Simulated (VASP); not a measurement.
# W (C2/m) in VASP: further runs

Runs on W. Level: PBE. Tasks: single point.

Everything below comes from runs of VASP 6.6.1. Logs are shortened: lines on timing, memory, paths and dates and some standing lists are left out, and cuts for length are marked.

## 1. The cell of the first run

Symmetry: C2/m, No. 12, monoclinic system. The conventional cell has a = 4.518 Å, b = 3.195 Å, c = 9.230 Å, α = 90.00°, β = 101.77°, γ = 90.00°. Within 3.0 Å of W (site symmetry m) lie 7 W at 2.29 to 2.77 Å. W (site symmetry m) has 14 W at 2.77 to 3.19 Å within 3.6 Å.

## 2. Single point, PBE

Contents of INCAR:

```
  PREC = Accurate
  ENCUT = 520
  EDIFF = 1E-7
  ISMEAR = 0
  SIGMA = 0.15
  LREAL = False
  LASPH = True
  NELM = 100
  ALGO = Fast
  ISIF = 2
  LWAVE = False
  LCHARG = False
  GGA = PE
  NBANDS = 36
```

Contents of KPOINTS:

```
regular mesh
0
Gamma
  18 18 5
```

Contents of POSCAR:

```
W
1.0
   -1.5973000000      1.5973000000     -1.5973000000
   -1.5973000000     -1.5973000000      1.5973000000
    0.0000000000      7.7203898200      5.0580101800
W
4
Direct
   -0.3646125000      0.3646125000      0.8750000000
    0.4479125000      0.5520875000      0.1250000000
   -0.1562625000      0.1562625000      0.3750000000
    0.2395625000      0.7604375000      0.6250000000
```

Potentials or basis: VASP PAW PBE potentials, release 64 (W_sv).

Launch:

```bash
> cat potpaw_PBE.64/W_sv/POTCAR > POTCAR
> mpirun -np 1 vasp_std > vasp.out
```

OUTCAR:

```text
PREC = Accurate
   ENCUT = 520
   EDIFF = 1E-7
   ISMEAR = 0
   LREAL = False
   LASPH = True
   NELM = 100
   ISIF = 2
   GGA = PE

 ion  position               nearest neighbor table
   1  0.635  0.365  0.875-   2 2.29   4 2.77   4 2.77   4 3.19   4 3.19   2 3.35   2 3.35
   2  0.448  0.552  0.125-   1 2.29   3 2.77   3 2.77   3 3.19   3 3.19   1 3.35   1 3.35
   3  0.844  0.156  0.375-   2 2.77   4 2.77   2 2.77   4 2.77   4 3.19   2 3.19   2 3.19   4 3.19

   4  0.240  0.760  0.625-   3 2.77   1 2.77   3 2.77   1 2.77   3 3.19   1 3.19   1 3.19   3 3.19

  LATTYP: Found a base centered monoclinic cell.
 ALAT       =     4.5178466464
 B/A-ratio  =     0.7071067812
 C/A-ratio  =     2.0429485774
 COS(beta)  =    -0.2039698917

  Lattice vectors:

 A1 = (  -1.5973000000,  -1.5973000000,   1.5973000000)
 A2 = (   1.5973000000,  -1.5973000000,   1.5973000000)
 A3 = (   0.0000000000,   7.7203898200,   5.0580101800)

Analysis of symmetry for initial positions (statically):
=====================================================================
 Subroutine PRICEL returns:
 Original cell was already a primitive cell.

 Routine SETGRP: Setting up the symmetry group for a
 base centered monoclinic supercell.

 Subroutine GETGRP returns: Found  4 space group operations
 (whereof  2 operations were pure point group operations)
 out of a pool of  4 trial point group operations.

The static configuration has the point symmetry C_1h.
 The point group associated with its full space group is C_2h.

Analysis of symmetry for dynamics (positions and initial velocities):
=====================================================================
 Subroutine PRICEL returns:
 Original cell was already a primitive cell.

 Routine SETGRP: Setting up the symmetry group for a
 base centered monoclinic supercell.

 Subroutine GETGRP returns: Found  4 space group operations
 (whereof  2 operations were pure point group operations)
 out of a pool of  4 trial point group operations.

The dynamic configuration has the point symmetry C_1h.
 The point group associated with its full space group is C_2h.

 Subroutine INISYM returns: Found  4 space group operations
 (whereof  2 operations are pure point group operations),
 and found     1 'primitive' translations

----------------------------------------------------------------------------------------

                                     Primitive cell

  volume of cell :      65.2048

  direct lattice vectors                    reciprocal lattice vectors
    -1.597300000  1.597300000 -1.597300000    -0.313028235  0.123904401 -0.189123834
    -1.597300000 -1.597300000  1.597300000    -0.313028235 -0.123904401  0.189123834
     0.000000000  7.720389820  5.058010180     0.000000000  0.078257059  0.078257059

  length of vectors
     2.766604755  2.766604755  9.229728379     0.386143498  0.386143498  0.110672194

  position of ions in fractional coordinates (direct lattice)
     0.635387500  0.364612500  0.875000000
     0.447912500  0.552087500  0.125000000
     0.843737500  0.156262500  0.375000000
     0.239562500  0.760437500  0.625000000

  ion indices of the primitive-cell ions
   primitive index   ion index
                 1           1
                 2           2
                 3           3
                 4           4

----------------------------------------------------------------------------------------

 KPOINTS: regular mesh

Automatic generation of k-mesh.
 Grid dimensions read from file:
 generate k-points for:   18   18    5

 Generating k-lattice:

  Cartesian coordinates                     Fractional coordinates (reciprocal lattice)
    -0.017390458  0.006883578 -0.010506880     0.055555556 -0.000000000  0.000000000
    -0.017390458 -0.006883578  0.010506880    -0.000000000  0.055555556  0.000000000
     0.000000000  0.015651412  0.015651412     0.000000000  0.000000000  0.200000000

  Length of vectors
     0.021452417  0.021452417  0.022134439

  Shift w.r.t. Gamma in fractional coordinates (k-lattice)
     0.000000000  0.000000000  0.000000000

 Subroutine IBZKPT returns following result:
 ===========================================

 Found    433 irreducible k-points:

 Following reciprocal coordinates:
            Coordinates               Weight
  0.000000  0.000000  0.000000      1.000000
  0.055556 -0.000000 -0.000000      4.000000
  0.111111 -0.000000 -0.000000      4.000000
  0.166667 -0.000000  0.000000      4.000000
  0.222222  0.000000  0.000000      4.000000
  0.277778  0.000000  0.000000      4.000000
[... 16 lines left out ...]
 -0.277778  0.055556  0.000000      4.000000
 -0.222222  0.055556 -0.000000      4.000000
 [... further k-points ...]
   k-points           NKPTS =    433   k-points in BZ     NKDIM =    433   number of bands    NBANDS=     36
   number of dos      NEDOS =    301   number of ions     NIONS =      4
   total plane-waves  NPLWV =  40320
   dimension x,y,z NGX =    24 NGY =   24 NGZ =   70
   dimension x,y,z NGXF=    48 NGYF=   48 NGZF=  140
   ions per type =               4
   NGX,Y,Z   is equivalent  to a cutoff of  14.42, 14.42, 12.61 a.u.
   NGXF,Y,Z  is equivalent  to a cutoff of  28.84, 28.84, 25.22 a.u.
 SYSTEM =  unknown system
   PREC   = accura    normal or accurate (medium, high low for compatibility)
   ISTART =      0    job   : 0-new  1-cont  2-samecut
   ICHARG =      2    charge: 1-file 2-atom 10-const
   ISPIN  =      1    spin polarized calculation?
   LNONCOLLINEAR =      F non collinear calculations
   LSORBIT =      F    spin-orbit coupling
   LASPH  =      T    aspherical Exc in radial PAW
   ENCUT  =  520.0 eV  38.22 Ry    6.18 a.u.   5.14  5.14 17.16*2*pi/ulx,y,z
   NELM   =    100;   NELMIN=  2; NELMDL= -5     # of ELM steps
   EDIFF  = 0.1E-06   stopping-criterion for ELM
   LREAL  =      F    real-space projection
   EDIFFG = 0.1E-05   stopping-criterion for IOM
   NSW    =      0    number of steps for IOM
   IBRION =     -1    ionic relax: 0-MD 1-quasi-New 2-CG
   NFREE  =      0    steps in history (QN), initial steepest desc. (CG)
   ISIF   =      2    stress and relaxation
   ISYM   =      2    0-nonsym 1-usesym 2-fastsym
   POTIM  = 0.5000    time-step for ionic-motion
   TEBEG  =    0.0;   TEEND  =   0.0 temperature during run
   PSTRESS=    0.0 pullay stress
   NELECT =      56.0000    total number of electrons
   NUPDOWN=      -1.0000    fix difference up-down
   EMIN   =  10.00;   EMAX   =-10.00  energy-range for DOS
   EFERMI =   0.00;   METHOD = LEGACY
   ISMEAR =     0;   SIGMA  =   0.15  broadening in eV -4-tet -1-fermi 0-gaus
   EFERMI_NEDOS =   21; number of points for ismear=-14 and -15
   IALGO  =     68    algorithm
   IMIX   =      4    mixing-type and parameters
     AMIX     =   0.40;   BMIX     =  1.00
     AMIX_MAG =   1.60;   BMIX_MAG =  1.00
  volume/ion in A,a.u.               =      16.30       110.01
  Fermi-wavevector in a.u.,A,eV,Ry     =   1.556125  2.940649 32.946829  2.421524
  Thomas-Fermi vector in A             =   2.659966
   LORBIT       =      0    0 simple, 1 ext, 2 COOP (PROOUT), +10 PAW based schemes
   GGA     = PE    functional components
   LHFCALC =     F    Hartree Fock is set to
   AEXX    =    0.0000 exact exchange contribution
   IVDW    =     0    specifies the selected vdW correction
   LEPSILON=     F    determine dielectric tensor
   LRPA    =     F    only Hartree local field effects (RPA)
 non-spin polarized calculation
 RMM-DIIS sequential band-by-band and
 Gauss-broadening in eV      SIGMA  =   0.15
  energy-cutoff  :      520.00
  volume of cell :       65.20
 maximum number of plane-waves:      1780
 NGX is ok and might be reduce to    24
   NGX = 11   NGY = 11   NGZ = 35

 number of electron      55.9999995 magnetization

 Free energy of the ion-electron system (eV)
  ---------------------------------------------------
  ext. energy  EPLUGINS =         0.00000000
  ---------------------------------------------------
  free energy    TOTEN  =       -49.87537856 eV

  energy without entropy =      -49.84872890  energy(sigma->0) =      -49.86205373

 E-fermi :  10.9732     XC(G=0): -13.4390

 val. band max:       10.9713684845   @ k =   0.1111   0.0556   0.2000
 cond. band min:      10.9734705775   @ k =  -0.2222   0.1667   0.4000
 fundamental gap:      0.0021020930
 Fermi energy:        10.9732040506

 k-point     1 :       0.0000    0.0000    0.0000
  band No.  band energies     occupation
      1     -63.1856      2.00000
      2     -63.1238      2.00000
      3     -63.0240      2.00000
      4     -62.7916      2.00000
      5     -28.3729      2.00000
      6     -27.5948      2.00000
[... 28 lines left out ...]
     35      13.2929      0.00000
     36      13.6940      0.00000

 k-point     2 :       0.0556   -0.0000   -0.0000
  band No.  band energies     occupation
      1     -63.1832      2.00000
      2     -63.1224      2.00000
      3     -63.0222      2.00000
      4     -62.7899      2.00000
      5     -28.3660      2.00000
      6     -27.5987      2.00000
[... 28 lines left out ...]
     35      13.1967      0.00000
     36      13.3962      0.00000

 k-point     3 :       0.1111   -0.0000   -0.0000
  band No.  band energies     occupation
      1     -63.1763      2.00000
      2     -63.1184      2.00000
      3     -63.0172      2.00000
      4     -62.7852      2.00000
      5     -28.3463      2.00000
      6     -27.6104      2.00000
[... 28 lines left out ...]
     35      13.1400      0.00000
     36      13.4352      0.00000
[... 742 lines left out ...]
 k-point    23 :      -0.2778    0.0556    0.0000
  band No.  band energies     occupation
      1     -63.1399      2.00000
      2     -63.0960      2.00000
      3     -62.9894      2.00000
      4     -62.7587      2.00000
      5     -28.2599      2.00000
      6     -27.6803      2.00000
[... 28 lines left out ...]
     35      13.4644      0.00000
     36      13.8686      0.00000

 k-point    24 :      -0.2222    0.0556   -0.0000
  band No.  band energies     occupation
      1     -63.1542      2.00000
      2     -63.1036      2.00000
      3     -62.9992      2.00000
      4     -62.7682      2.00000
      5     -28.2909      2.00000
      6     -27.6407      2.00000
[... 28 lines left out ...]
     35      13.3387      0.00000
     36      13.7101      0.00000

 [... further k-points ...]
[... 5 lines left out ...]
  --------------------------------------------------------------------------------------
  -------------------------------------------------------------------------------------
  Total       -1.0728578      1.2837773      9.7137935      0.0000000      4.5745258      0.0000000
  in kB      -26.3616915     31.5442953    238.6821783      0.0000000    112.4028204      0.0000000
  external PRESSURE =      81.2882607 kB  Pullay stress =       0.0000000 kB

 VOLUME and BASIS-vectors are now :
 -----------------------------------------------------------------------------
  energy-cutoff  :      520.00
  volume of cell :       65.20
      direct lattice vectors                 reciprocal lattice vectors
    -1.597300000  1.597300000 -1.597300000    -0.313028235  0.123904401 -0.189123834
    -1.597300000 -1.597300000  1.597300000    -0.313028235 -0.123904401  0.189123834
     0.000000000  7.720389820  5.058010180     0.000000000  0.078257059  0.078257059

 POSITION                                       TOTAL-FORCE (eV/Angst)
 -----------------------------------------------------------------------------------
     -1.59730      7.18785      3.99325         0.000000     -1.965833     -4.515619
     -1.59730      0.79865      0.79865         0.000000      1.965833      4.515619
     -1.59730      3.99325      0.79865         0.000000      0.291976      0.308957
     -1.59730      3.99325      3.99325         0.000000     -0.291976     -0.308957
 -----------------------------------------------------------------------------------
    total drift:                                0.000000      0.000000     -0.000000

  FREE ENERGIE OF THE ION-ELECTRON SYSTEM (eV)
  ---------------------------------------------------
  free  energy   TOTEN  =       -49.8753785614 eV

  energy  without entropy=      -49.8487289046  energy(sigma->0) =      -49.86205373
```

It took 30 min on 1 thread of Intel Xeon 8259CL, shared host; peak memory 0.74 GiB.

Results:

```
Free energy            : -49.8754 eV
Pressure               : 8.1 GPa
Largest force          : 4.925 eV/Å
Band gap on the k mesh : zero (bands 28 and 29 overlap by 2.11 eV)
```

Forces in eV/Å, atoms in the order of the input:
```
W    0.000 -1.966 -4.516
W    0.000  1.966  4.516
W    0.000  0.292  0.309
W    0.000 -0.292 -0.309
```

Stress tensor (GPa, compression positive):
```
-2.64  0.00  0.00
 0.00  3.15 11.24
 0.00 11.24 23.87
```

Caveat: the cell stands under pressure; spin-orbit coupling is left out, which moves the levels of the heavy elements; forces of over 1 eV/Å act on the atoms, so gaps and moduli don't describe the material at rest.

## 3. Single point, PBE

Contents of INCAR:

```
SYSTEM = W
PREC = Accurate ; ENCUT = 520
EDIFF = 1E-7 ; ISMEAR = 0
SIGMA = 0.15 ; LREAL = .False.
LASPH = .True. ; NELM = 60
ALGO = Fast ; ISIF = 2
LWAVE = .False. ; LCHARG = .False.
GGA = PE ; NBANDS = 36
```

Contents of KPOINTS:

```
regular mesh
0
Gamma
  18 18 5
  0 0 0
```

Contents of POSCAR:

```
W
1.0
   -1.5973000000      1.5973000000     -1.5973000000
   -1.5973000000     -1.5973000000      1.5973000000
    0.0000000000      7.4539601800      5.3244398200
W
4
Direct
   -0.2916375000      0.2916375000      0.8750000000
    0.4583375000      0.5416625000      0.1250000000
   -0.1249875000      0.1249875000      0.3750000000
    0.2916875000      0.7083125000      0.6250000000
```

Potentials or basis: VASP PAW PBE potentials, release 64 (W_sv).

Launch:

```bash
> cat potpaw_PBE.64/W_sv/POTCAR > POTCAR
> mpirun -np 1 vasp_std > vasp.out
```

OUTCAR:

```text
SYSTEM = W
   PREC = Accurate
   ENCUT = 520
   EDIFF = 1E-7
   ISMEAR = 0
   LREAL = .False.
   LASPH = .True.
   NELM = 60
   ISIF = 2
   GGA = PE

 ion  position               nearest neighbor table
   1  0.708  0.292  0.875-   2 2.38   4 2.77   4 2.77   2 3.15   2 3.15   4 3.19   4 3.19
   2  0.458  0.542  0.125-   1 2.38   3 2.77   3 2.77   1 3.15   1 3.15   3 3.19   3 3.19
   3  0.875  0.125  0.375-   2 2.77   4 2.77   2 2.77   4 2.77   4 3.19   2 3.19   2 3.19   4 3.19

[... 1144 lines left out ...]
  Direction    XX          YY          ZZ          XY          YZ          ZX
  --------------------------------------------------------------------------------------
  -------------------------------------------------------------------------------------
  Total       -1.3693983     -0.5055745      8.3908052      0.0000000      2.4498674      0.0000000
  in kB      -33.6481276    -12.4227074    206.1744114      0.0000000     60.1968419      0.0000000
  external PRESSURE =      53.3678588 kB  Pullay stress =       0.0000000 kB

 VOLUME and BASIS-vectors are now :
 -----------------------------------------------------------------------------
  energy-cutoff  :      520.00
  volume of cell :       65.20
      direct lattice vectors                 reciprocal lattice vectors
    -1.597300000  1.597300000 -1.597300000    -0.313028235  0.130431040 -0.182597195
    -1.597300000 -1.597300000  1.597300000    -0.313028235 -0.130431040  0.182597195
     0.000000000  7.453960180  5.324439820     0.000000000  0.078257059  0.078257059

 POSITION                                       TOTAL-FORCE (eV/Angst)
 -----------------------------------------------------------------------------------
     -1.59730      7.18785      3.99325         0.000000     -0.610896     -3.029428
     -1.59730      0.79865      0.79865         0.000000      0.610896      3.029428
     -1.59730      3.99325      0.79865         0.000000      0.330515      0.406122
     -1.59730      3.99325      3.99325         0.000000     -0.330515     -0.406122
 -----------------------------------------------------------------------------------
    total drift:                               -0.000000     -0.000000      0.000000

  FREE ENERGIE OF THE ION-ELECTRON SYSTEM (eV)
  ---------------------------------------------------
  free  energy   TOTEN  =       -50.6178706376 eV

  energy  without entropy=      -50.5917796132  energy(sigma->0) =      -50.60482513
```

Run time: 14 min. Hardware: 1 thread of AMD EPYC 9R45 (Zen 5), shared host; peak memory 0.7 GiB.

Results:

| Item | Value |
| --- | --- |
| Free energy | -50.6179 eV |
| Pressure | 5.3 GPa |
| Largest force | 3.090 eV/Å |
| Band gap on the k mesh | zero (bands 28 and 29 overlap by 2.17 eV) |

Forces in eV/Å, atoms in the order of the input:
```
W    0.000 -0.611 -3.029
W    0.000  0.611  3.029
W    0.000  0.331  0.406
W    0.000 -0.331 -0.406
```

Levels at points of the mesh, in eV from the Fermi level:
| k point | band 26 | band 27 | band 28 | band 29 | band 30 | band 31 |
| --- | --- | --- | --- | --- | --- | --- |
| (0.00, 0.00, 0.00) | -1.47 | -1.28 | -0.41 | 0.41 | 0.75 | 1.68 |
| (0.50, 0.00, 0.00) | -2.00 | 0.15 | 1.43 | 1.94 | 1.94 | 2.18 |
| (0.50, 0.50, 0.00) | -0.57 | -0.48 | -0.45 | 1.53 | 2.08 | 4.24 |

Caveat: the cell stands under pressure; spin-orbit coupling is left out, which moves the levels of the heavy elements; forces of over 1 eV/Å act on the atoms, so gaps and moduli don't describe the material at rest.

## 4. Single point, PBE

Contents of INCAR:

```
SYSTEM = W
  PREC = Accurate
  ENCUT = 520
  EDIFF = 1E-6
  ISMEAR = 0
  SIGMA = 0.15
  LREAL = .False.
  LASPH = .True.
  NELM = 100
  ALGO = Fast
  ISIF = 2
  LWAVE = .False.
  LCHARG = .False.
  GGA = PE
  NBANDS = 36
```

Contents of KPOINTS:

```
Automatic mesh
0
Gamma
  18 18 5
  0 0 0
```

Contents of POSCAR:

```
W
1.0
   -1.5973000000      1.5973000000     -1.5973000000
   -1.5973000000     -1.5973000000      1.5973000000
    0.0000000000      7.1878500000      5.5905500000
W
4
Direct
   -0.2187500000      0.2187500000      0.8750000000
    0.4687500000      0.5312500000      0.1250000000
   -0.0937500000      0.0937500000      0.3750000000
    0.3437500000      0.6562500000      0.6250000000
```

Launch:

```bash
> cat potpaw_PBE.64/W_sv/POTCAR > POTCAR
> mpirun -np 1 vasp_std > vasp.out
```

It took 12 min on 1 thread of AMD EPYC 9R45 (Zen 5), shared host; peak memory 0.71 GiB.

Results (log left out):

| Property | Result |
| --- | --- |
| Free energy | -51.0719 eV |
| Pressure | 2.2 GPa |
| Largest force | 1.556 eV/Å |
| Band gap on the k mesh | zero (bands 28 and 29 overlap by 2.12 eV) |

Forces on the atoms (eV/Å):
```
W    0.000 -0.637 -1.420
W    0.000  0.637  1.420
W    0.000  0.257  0.342
W    0.000 -0.257 -0.342
```

Stress tensor (GPa, compression positive):
```
-2.96  0.00  0.00
 0.00  0.02  3.82
 0.00  3.82  9.43
```

Levels at points of the mesh, in eV from the Fermi level:
```tsv
k point	band 24	band 25	band 26	band 27	band 28	band 29	band 30	band 31	band 32	band 33
(0.00, 0.00, 0.00)	-1.98	-1.66	-1.47	-1.08	-0.47	0.72	0.95	1.48	1.56	2.02
(0.50, 0.00, 0.00)	-2.41	-2.11	-1.98	0.28	1.28	1.39	2.01	2.20	2.73	3.00
(0.50, 0.50, 0.00)	-2.77	-0.67	-0.60	-0.40	-0.23	1.62	1.63	3.85	4.99	5.19
```

Caveat: spin-orbit coupling is left out, which moves the levels of the heavy elements; forces of over 1 eV/Å act on the atoms, so gaps and moduli don't describe the material at rest.

## 5. Summary

| cell | further INCAR settings | gap on the mesh (eV) | pressure (GPa) | largest force (eV/Å) |
| --- | --- | --- | --- | --- |
| a = 2.767, b = 2.767, c = 9.230 Å, angles 99.6, 80.4, 109.5°, 4 atoms | ALGO = Fast; EDIFF = 1e-07; NBANDS = 36 | none | 8.1 | 4.92 |
| a = 2.767, b = 2.767, c = 9.160 Å, angles 97.7, 82.3, 109.5°, 4 atoms | ALGO = Fast; EDIFF = 1e-07; NBANDS = 36 | none | 5.3 | 3.09 |
| a = 2.767, b = 2.767, c = 9.106 Å, angles 95.8, 84.2, 109.5°, 4 atoms | ALGO = Fast; EDIFF = 1e-06; NBANDS = 36 | none | 2.2 | 1.56 |

Alike in all rows: task single point; level PBE; potentials or basis VASP PAW PBE potentials, release 64 (W_sv); no spin polarisation; k mesh 18 × 18 × 5; cutoff (eV) 520; smearing gaussian 0.15 eV.

Caveats: spin-orbit coupling is left out, which moves the levels of the heavy elements; forces of over 1 eV/Å act on the atoms, so gaps and moduli don't describe the material at rest; the cell stands under pressure (at least some runs).

Total energies depend on the potentials used, so only differences within one code and one set of settings carry meaning.
